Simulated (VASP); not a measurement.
# GdRe (Pm-3m) in VASP: a series of runs, part 2 of 2

VASP 6.6.1. Earlier steps stand in the parts before.

### Step 4. Single point, PBE+U, collinear spin, ferrimagnetic start (volume scaled by 1.020)

Contents of INCAR:

```
PREC     = Accurate       # precision mode
ENCUT    = 520            # plane-wave cutoff, eV
EDIFF    = 1E-6           # SCF threshold, eV
ISMEAR   = 0              # smearing method
SIGMA    = 0.05           # smearing width, eV
LREAL    = False          # projectors in reciprocal space
LASPH    = True           # aspherical terms in the spheres
NELM     = 150            # most SCF steps
ALGO     = Normal         # electronic algorithm
ISIF     = 2              # what is computed and relaxed
LWAVE    = False          # write WAVECAR
LCHARG   = False          # write CHGCAR
ISPIN    = 2              # spin polarisation
MAGMOM   = 7.8 -0.18      # initial moments
LORBIT   = 11             # projections on sites
LMAXMIX  = 6              # l up to which the mixer works
LDAU     = True           # DFT+U
LDAUTYPE = 2            
LDAUL    = 3 -1           # shell
LDAUU    = 6 0            # U, eV
LDAUJ    = 0 0          
LDAUPRINT= 1            
GGA      = PE             # functional
NBANDS   = 24             # bands
```

Contents of KPOINTS:

```
Automatic mesh
0
Gamma
  8 8 8
```

Contents of POSCAR:

```
GdRe
1.0
    3.4983767109      0.0000000000      0.0000000000
    0.0000000000      3.4983767109      0.0000000000
    0.0000000000      0.0000000000      3.4983767109
Gd Re
1 1
Direct
    0.0000000000      0.0000000000      0.0000000000
    0.5000000000      0.5000000000      0.5000000000
```

Potentials or basis: VASP PAW PBE potentials, release 64 (Gd, Re).

Started as:

```bash
> cat potpaw_PBE.64/Gd/POTCAR potpaw_PBE.64/Re/POTCAR > POTCAR
> mpirun -np 1 vasp_std > vasp.out
```

OUTCAR:

```text
PREC = Accurate
   ENCUT = 520
   EDIFF = 1E-6
   ISMEAR = 0
   LREAL = False
   LASPH = True
   NELM = 150
   ISIF = 2
   ISPIN = 2
   LORBIT = 11
   GGA = PE

 ion  position               nearest neighbor table
   1  0.000  0.000  0.000-   2 3.03   2 3.03   2 3.03   2 3.03   2 3.03   2 3.03   2 3.03   2 3.03

   2  0.500  0.500  0.500-   1 3.03   1 3.03   1 3.03   1 3.03   1 3.03   1 3.03   1 3.03   1 3.03

  LATTYP: Found a simple cubic cell.
 ALAT       =     3.4983767109

  Lattice vectors:

 A1 = (   3.4983767109,   0.0000000000,   0.0000000000)
 A2 = (   0.0000000000,   3.4983767109,   0.0000000000)
 A3 = (   0.0000000000,   0.0000000000,   3.4983767109)

Analysis of symmetry for initial positions (statically):
=====================================================================
 Subroutine PRICEL returns:
 Original cell was already a primitive cell.

 Routine SETGRP: Setting up the symmetry group for a
 simple cubic supercell.

 Subroutine GETGRP returns: Found 48 space group operations
 (whereof 48 operations were pure point group operations)
 out of a pool of 48 trial point group operations.

The static configuration has the point symmetry O_h .

Analysis of symmetry for dynamics (positions and initial velocities):
=====================================================================
 Subroutine PRICEL returns:
 Original cell was already a primitive cell.

 Routine SETGRP: Setting up the symmetry group for a
 simple cubic supercell.

 Subroutine GETGRP returns: Found 48 space group operations
 (whereof 48 operations were pure point group operations)
 out of a pool of 48 trial point group operations.

The dynamic configuration has the point symmetry O_h .

Analysis of structural, dynamic, and magnetic symmetry:
=====================================================================
 Subroutine PRICEL returns:
 Original cell was already a primitive cell.

 Routine SETGRP: Setting up the symmetry group for a
 simple cubic supercell.

[... 169 lines left out ...]
  0.0000 -0.0000 -0.0000  0.0000  0.0013 -0.0000  0.0041

 occupancies and eigenvectors

  o =  0.0030  v =  0.0000  0.0000  0.0000  0.0000  0.0000  0.0000  0.0000 -0.0001  0.0000 -0.0001  1.0000 -0.0000  0.0000  0.0000      0.0000  0.0000  0.0000  0.0000  0.0000  0.0000  0.0000  0.0000  0.0000  0.0000  0.0000  0.0000  0.0000  0.0000
  o =  0.0030  v =  0.0000  0.0000  0.0000  0.0000  0.0000  0.0000  0.0000 -0.0000 -0.0000 -0.0000 -0.0000 -0.6124  0.0000  0.7906      0.0000  0.0000  0.0000  0.0000  0.0000  0.0000  0.0000  0.0000  0.0000  0.0000  0.0000  0.0000  0.0000  0.0000
  o =  0.0030  v =  0.0000  0.0000  0.0000  0.0000  0.0000  0.0000  0.0000  0.7906  0.0000  0.6124  0.0001 -0.0000 -0.0000  0.0000      0.0000  0.0000  0.0000  0.0000  0.0000  0.0000  0.0000  0.0000  0.0000  0.0000  0.0000  0.0000  0.0000  0.0000
  o =  0.0048  v =  0.0000  0.0000  0.0000  0.0000  0.0000  0.0000  0.0000  0.0000 -1.0000  0.0000  0.0000 -0.0000 -0.0000 -0.0000      0.0000  0.0000  0.0000  0.0000  0.0000  0.0000  0.0000  0.0000  0.0000  0.0000  0.0000  0.0000  0.0000  0.0000
  o =  0.0057  v =  0.0000  0.0000  0.0000  0.0000  0.0000  0.0000  0.0000  0.0000  0.0000 -0.0000  0.0000 -0.0001 -1.0000 -0.0000      0.0000  0.0000  0.0000  0.0000  0.0000  0.0000  0.0000  0.0000  0.0000  0.0000  0.0000  0.0000  0.0000  0.0000
  o =  0.0057  v =  0.0000  0.0000  0.0000  0.0000  0.0000  0.0000  0.0000  0.0000 -0.0000  0.0000  0.0000  0.7906 -0.0001  0.6124      0.0000  0.0000  0.0000  0.0000  0.0000  0.0000  0.0000  0.0000  0.0000  0.0000  0.0000  0.0000  0.0000  0.0000
  o =  0.0057  v =  0.0000  0.0000  0.0000  0.0000  0.0000  0.0000  0.0000 -0.6124  0.0000  0.7906 -0.0000 -0.0000 -0.0000 -0.0000      0.0000  0.0000  0.0000  0.0000  0.0000  0.0000  0.0000  0.0000  0.0000  0.0000  0.0000  0.0000  0.0000  0.0000
  o =  0.9872  v = -0.0000  1.0000 -0.0000 -0.0000  0.0000  0.0000 -0.0000  0.0000  0.0000  0.0000  0.0000  0.0000  0.0000  0.0000      0.0000  0.0000  0.0000  0.0000  0.0000  0.0000  0.0000  0.0000  0.0000  0.0000  0.0000  0.0000  0.0000  0.0000
  o =  0.9887  v =  0.7906  0.0000  0.6124  0.0000  0.0004 -0.0000 -0.0005  0.0000  0.0000  0.0000  0.0000  0.0000  0.0000  0.0000      0.0000  0.0000  0.0000  0.0000  0.0000  0.0000  0.0000  0.0000  0.0000  0.0000  0.0000  0.0000  0.0000  0.0000
  o =  0.9887  v = -0.0005 -0.0000 -0.0004 -0.0094  0.6123  0.0000 -0.7905  0.0000  0.0000  0.0000  0.0000  0.0000  0.0000  0.0000      0.0000  0.0000  0.0000  0.0000  0.0000  0.0000  0.0000  0.0000  0.0000  0.0000  0.0000  0.0000  0.0000  0.0000
  o =  0.9887  v =  0.0000 -0.0000  0.0000 -1.0000 -0.0058 -0.0000  0.0075  0.0000  0.0000  0.0000  0.0000  0.0000  0.0000  0.0000      0.0000  0.0000  0.0000  0.0000  0.0000  0.0000  0.0000  0.0000  0.0000  0.0000  0.0000  0.0000  0.0000  0.0000
  o =  0.9912  v =  0.6124 -0.0000 -0.7906 -0.0000 -0.0004  0.0003 -0.0003  0.0000  0.0000  0.0000  0.0000  0.0000  0.0000  0.0000      0.0000  0.0000  0.0000  0.0000  0.0000  0.0000  0.0000  0.0000  0.0000  0.0000  0.0000  0.0000  0.0000  0.0000
  o =  0.9912  v =  0.0003  0.0000 -0.0004  0.0000  0.7670 -0.2422  0.5941  0.0000  0.0000  0.0000  0.0000  0.0000  0.0000  0.0000      0.0000  0.0000  0.0000  0.0000  0.0000  0.0000  0.0000  0.0000  0.0000  0.0000  0.0000  0.0000  0.0000  0.0000
  o =  0.9912  v = -0.0001 -0.0000  0.0001 -0.0000  0.1914  0.9702  0.1483  0.0000  0.0000  0.0000  0.0000  0.0000  0.0000  0.0000      0.0000  0.0000  0.0000  0.0000  0.0000  0.0000  0.0000  0.0000  0.0000  0.0000  0.0000  0.0000  0.0000  0.0000

 number of electron      24.9999994 magnetization       7.1450367

 Free energy of the ion-electron system (eV)
  ---------------------------------------------------
  ext. energy  EPLUGINS =         0.00000000
  ---------------------------------------------------
  free energy    TOTEN  =       -22.50815887 eV

  energy without entropy =      -22.50485838  energy(sigma->0) =      -22.50650863

 E-fermi :   4.3373     XC(G=0): -11.8641

 val. band max:        4.3031736673   @ k =   0.5000   0.1250   0.1250
 cond. band min:       4.3464593925   @ k =   0.3750   0.1250   0.1250
 fundamental gap:      0.0432857252
 Fermi energy:         4.3373472399

 spin component 1

 k-point     1 :       0.0000    0.0000    0.0000
  band No.  band energies     occupation
      1     -39.4815      1.00000
      2     -16.6864      1.00000
      3     -16.6864      1.00000
      4     -16.6864      1.00000
      5      -2.0421      1.00000
      6      -2.0421      1.00000
[... 1289 lines left out ...]
     23      13.5903      0.00000
     24      15.2243      0.00000

 [... further k-points ...]

------------------------ aborting loop because EDIFF is reached ----------------------------------------

  FORCE on cell =-STRESS in cart. coord.  units (eV):
  Direction    XX          YY          ZZ          XY          YZ          ZX
  --------------------------------------------------------------------------------------
  -------------------------------------------------------------------------------------
  Total       -0.5731039     -0.5731039     -0.5731039      0.0000000      0.0000000      0.0000000
  in kB      -21.4458971    -21.4458971    -21.4458971      0.0000000      0.0000000      0.0000000
  external PRESSURE =     -21.4458971 kB  Pullay stress =       0.0000000 kB

 VOLUME and BASIS-vectors are now :
 -----------------------------------------------------------------------------
  energy-cutoff  :      520.00
  volume of cell :       42.82
      direct lattice vectors                 reciprocal lattice vectors
     3.498376711  0.000000000  0.000000000     0.285846861  0.000000000  0.000000000
     0.000000000  3.498376711  0.000000000     0.000000000  0.285846861  0.000000000
     0.000000000  0.000000000  3.498376711     0.000000000  0.000000000  0.285846861

 POSITION                                       TOTAL-FORCE (eV/Angst)
 -----------------------------------------------------------------------------------
      0.00000      0.00000      0.00000         0.000000      0.000000      0.000000
      1.74919      1.74919      1.74919         0.000000      0.000000      0.000000
 -----------------------------------------------------------------------------------
    total drift:                               -0.000000      0.000000     -0.000000

  FREE ENERGIE OF THE ION-ELECTRON SYSTEM (eV)
  ---------------------------------------------------
  free  energy   TOTEN  =       -22.5081588700 eV

  energy  without entropy=      -22.5048583833  energy(sigma->0) =      -22.50650863

 total charge

# of ion       s       p       d       f       tot
--------------------------------------------------
    1        2.066   5.604   0.696   6.951  15.317
    2        0.590   0.255   4.838   0.000   5.682
--------------------------------------------------
tot          2.656   5.858   5.534   6.951  21.000

 magnetization (x)

# of ion       s       p       d       f       tot
--------------------------------------------------
    1        0.002  -0.070   0.101   6.890   6.924
    2       -0.008   0.028  -0.142   0.000  -0.122
--------------------------------------------------
tot         -0.005  -0.042  -0.041   6.890   6.802
```

Wall time 48 s (1 thread of Intel Xeon 6975P-C (Granite Rapids), shared host); peak memory 0.23 GiB.

Results:

```yaml
Free_energy: -22.5082 eV
Pressure: -2.1 GPa
Net_moment: 7.15 μB per cell
Site_moments: Gd +6.92; Re -0.12 μB
Valence_electrons_inside_the_program's_atomic_spheres: Gd 15.32; Re 5.68
```

Levels at points of the mesh, in eV from the Fermi level:
Spin up:
```
           k point  band 12  band 13  band 14  band 15  band 16  band 17  band 18  band 19  band 20  band 21
(0.00, 0.00, 0.00)    -6.23    -3.15    -3.15     0.10     0.10     0.10     3.72     3.72     7.17     7.17
(0.50, 0.00, 0.00)    -2.83    -2.17    -1.52     0.10     0.10     0.68     0.88     2.11     2.65     2.65
(0.50, 0.50, 0.00)    -3.99    -3.00    -1.41    -1.41     1.78     1.83     2.36     2.36     4.45     7.27
(0.50, 0.50, 0.50)    -0.88    -0.88    -0.88    -0.70    -0.70    -0.70     1.92     1.92     3.80     7.65
```
Spin down:
| k point | band 7 | band 8 | band 9 | band 10 | band 11 | band 12 |
| --- | --- | --- | --- | --- | --- | --- |
| (0.00, 0.00, 0.00) | -2.97 | 0.14 | 0.14 | 0.14 | 4.33 | 4.33 |
| (0.50, 0.00, 0.00) | -1.67 | -0.04 | -0.04 | 0.58 | 1.44 | 1.93 |
| (0.50, 0.50, 0.00) | -1.28 | -1.28 | 1.75 | 1.81 | 2.65 | 2.65 |
| (0.50, 0.50, 0.50) | -0.70 | -0.25 | -0.25 | -0.25 | 1.83 | 1.83 |

Eigenvalues of the final occupation matrices:
```
    site  spin  trace                         eigenvalues
site 1 f     1   6.93  0.99 0.99 0.99 0.99 0.99 0.99 0.99
site 1 f     2   0.03  0.00 0.00 0.00 0.00 0.01 0.01 0.01
```

Caveat: spin-orbit coupling is left out, which moves the levels of the heavy elements.

### Step 5. Summary

| spin | cell | smearing | gap on the mesh (eV) | pressure (GPa) | moment (μB) |
| --- | --- | --- | --- | --- | --- |
| collinear, ferromagnetic start | a = 3.475 Å, 2 atoms | gaussian 0.05 eV | none | 0.1 | 7.13 |
| collinear, ferromagnetic start | a = 3.475 Å, 2 atoms | methfessel-paxton 0.025 eV | none | 0.2 | 7.17 |
| collinear, ferrimagnetic start | a = 3.498 Å, 2 atoms | gaussian 0.05 eV | none | -2.1 | 7.15 |

Alike in all rows: task single point; level PBE+U; potentials or basis VASP PAW PBE potentials, release 64 (Gd, Re); Gd f U = 6.0 eV; k mesh 8 × 8 × 8; cutoff (eV) 520.

Caveats: spin-orbit coupling is left out, which moves the levels of the heavy elements.

Absolute energies hang on the potentials; compare differences alone.
